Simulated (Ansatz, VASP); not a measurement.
## One calculation of ZnS, two programs

```
Zn S
1.0
     5.06226   -0.09353   -0.09046
     0.09353   -5.32371    0.04966
     0.09046    0.04966   -5.14471
Zn S
4 4
Cartesian
  0.0238 -2.3261 -2.2162
  2.8037 -0.0048 -1.9832
  2.7076 -2.4909 -0.9104
  -0.0513 0.0922 -0.3428
  3.5672 -4.6006 -3.6942
  1.3272 -1.1596 -3.7520
  1.4472 -3.5412 -1.0740
  3.9135 -2.0716 -1.5836
```

Change from the starting cell: all atoms moved at random (sigma 0.3 Å a component), cell strained at random (sigma 0.05).

Alike in both runs: task single point; functional LDA; k mesh 6 × 6 × 6; occupations gaussian, width 0.02 eV; no spin polarisation.

|  | VASP | Ansatz |
| --- | --- | --- |
| version | VASP 6.6.1 | Ansatz 0.2.0 |
| potentials or method | VASP PAW LDA potentials, release 64 (Zn, S), cutoff 520 eV | scalar-relativistic, plane waves, PAW |
| valence electrons in the cell | 72 | 72 |

```tsv
	VASP	Ansatz	Ansatz less VASP
gap on the k mesh at the Fermi level (eV)	none	none	-
pressure (GPa)	78.0	72.8	-5.27
traceless stress, the component that is largest in VASP (GPa)	78.84	73.60	-5.237
rms of the force components (eV/Å)	16.120	14.888	-1.2319
```

LDA's correlation is that of Perdew and Zunger in VASP and of Perdew and Wang (1992) in Ansatz. Atom by atom the forces differ by 1.307 eV/Å (rms over components). A gap of «none» marks a metal or a gap that the smearing closes. Both programs put the cell under a high pressure, so it lies far from rest at this level.

Noted on VASP's run: the cell as given lies far from equilibrium.
